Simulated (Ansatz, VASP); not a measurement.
## AlIn2N3: VASP beside Ansatz

POSCAR

```
AlIn2N3
1.0
    5.0269135364     -2.8927278352      0.0000000000
    5.0269135364      2.8927278352      0.0000000000
    0.0000000000      0.0000000000      5.4989785517
Al In N
2 4 6
Direct
    0.3408676860      0.6591323140      0.9895406680
    0.6591323140      0.3408676860      0.4895406680
    0.9874531329      0.3359376302      0.9904897033
    0.6640623698      0.0125468671      0.9904897033
    0.0125468671      0.6640623698      0.4904897033
    0.3359376302      0.9874531329      0.4904897033
    0.9701952338      0.3325197940      0.3834346884
    0.6674802060      0.0298047662      0.3834346884
    0.0298047662      0.6674802060      0.8834346884
    0.3325197940      0.9701952338      0.8834346884
    0.3682752557      0.6317247443      0.3346105486
    0.6317247443      0.3682752557      0.8346105486
```

File INCAR.step1:

```
  ALGO = Normal
  EDIFF = 1E-4
  ENCUT = 520
  GGA = PE
  ISMEAR = 0
  LASPH = True
  LCHARG = False
  LREAL = False
  LWAVE = True
  NBANDS = 56
  NELM = 60
  PREC = Accurate
  SIGMA = 0.02
```

Contents of INCAR.step2:

```
  ALGO = Normal
  EDIFF = 1E-7
  ENCUT = 520
  ISIF = 2
  ISMEAR = 0
  ISTART = 1
  LASPH = True
  LCHARG = True
  LELF = True
  LMIXTAU = True
  LREAL = False
  LVHAR = True
  LWAVE = False
  METAGGA = R2SCAN
  NBANDS = 56
  NELM = 60
  PREC = Accurate
  SIGMA = 0.02
```

KPOINTS

```
k-points
0
Gamma
  6 6 6
```

Input for Ansatz:

```yaml
crystal:
  lattice:
    - [5.0269135364, -2.8927278352, 0.0]
    - [5.0269135364, 2.8927278352, 0.0]
    - [0.0, 0.0, 5.4989785517]
  atoms:
    - { symbol: Al, position: [0.340867686, 0.659132314, 0.989540668] }
    - { symbol: Al, position: [0.659132314, 0.340867686, 0.489540668] }
    - { symbol: In, position: [0.9874531329, 0.3359376302, 0.9904897033] }
    - { symbol: In, position: [0.6640623698, 0.0125468671, 0.9904897033] }
    - { symbol: In, position: [0.0125468671, 0.6640623698, 0.4904897033] }
    - { symbol: In, position: [0.3359376302, 0.9874531329, 0.4904897033] }
    - { symbol: "N", position: [0.9701952338, 0.332519794, 0.3834346884] }
    - { symbol: "N", position: [0.667480206, 0.0298047662, 0.3834346884] }
    - { symbol: "N", position: [0.0298047662, 0.667480206, 0.8834346884] }
    - { symbol: "N", position: [0.332519794, 0.9701952338, 0.8834346884] }
    - { symbol: "N", position: [0.3682752557, 0.6317247443, 0.3346105486] }
    - { symbol: "N", position: [0.6317247443, 0.3682752557, 0.8346105486] }
basis:
  ecutwfc: 500
kpoints:
  mp_grid: { grid: [6, 6, 6] }
  band_path: { path: [VBM, CBM], npoints: 2 }
hamiltonian:
  xc: r2scan
scf:
  occupations: { method: gaussian, width: 0.02 }
output:
  forces: true
  stress: true
  eigenvalues: true
checkpoint:
  read: start.run
  write: ck
  compress: false
  write_wavefunctions: false
  write_every: 100000
```

Alike in both runs: task single point; functional r2SCAN; k mesh 6 × 6 × 6; occupations gaussian, width 0.02 eV; no spin polarisation.

```csv
,VASP,Ansatz
version,VASP 6.6.1,Ansatz 0.2.0
potentials or method,"VASP PAW PBE potentials, release 64 (Al, In_d, N), cutoff 520 eV","scalar-relativistic, plane waves, PAW"
valence electrons in the cell,88,88
```

VASP gave:

| Quantity | Value |
| --- | --- |
| gap on the k mesh at the Fermi level (eV) | 1.40 |
| least direct gap on the mesh (eV) | 1.40 |
| pressure (GPa) | 3.7 |
| traceless stress, the component that is largest in VASP (GPa) | -3.48 |
| rms of the force components (eV/Å) | 0.022 |

**Question.** Which values does Ansatz return?

**Answer.** gap on the k mesh at the Fermi level (eV): 1.36; least direct gap on the mesh (eV): 1.36; pressure (GPa): 3.4; traceless stress, the component that is largest in VASP (GPa): -3.45; rms of the force components (eV/Å): 0.000.

VASP's potentials were made for PBE, not for r2SCAN. Atom by atom the forces differ by 0.023 eV/Å (rms over components).
